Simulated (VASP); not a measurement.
Runs of VASP 6.6.1 on C. The structure is that of space group P4_2/mmc (No. 131), or close to it. The cells are those of the table. 

| task | spin | cell | k mesh | gap on the mesh (eV) | pressure (GPa) | moment (μB) | largest force (eV/Å) |
| --- | --- | --- | --- | --- | --- | --- | --- |
| relaxation of cell and atoms | off | relaxed from a = 3.154, b = 3.154, c = 2.506 Å, 4 atoms | 6 × 6 × 6 | none | 0.0 | - | - |
| single point | off | a = 3.460, b = 3.460, c = 2.354 Å, 4 atoms | 6 × 6 × 6 | none | -0.2 | - | 0.03 |
| single point | collinear, ferromagnetic start | a = 3.460, b = 3.460, c = 2.354 Å, 4 atoms | 6 × 6 × 8 | none | (a) | 0.00 | 0.05 |
| single point | collinear, ferromagnetic start | a = 3.154, b = 3.154, c = 2.506 Å, 4 atoms | 6 × 6 × 6 | none | 44.8 | 0.00 | 3.00 |
| single point | off | a = 3.154, b = 3.154, c = 2.506 Å, 4 atoms | 6 × 6 × 6 | none | 44.8 | - | 3.00 |

Alike in all rows: level PBE; potentials or basis VASP PAW PBE potentials, release 64 (C); cutoff (eV) 600; smearing gaussian 0.1 eV.

Q: Fill in the values left out.

A: (a) -0.5.

Caveats: some runs use coarse meshes; forces of over 1 eV/Å act on the atoms, so gaps and moduli don't describe the material at rest (some runs).

A gap of «none» marks levels without a gap at the run's occupations.
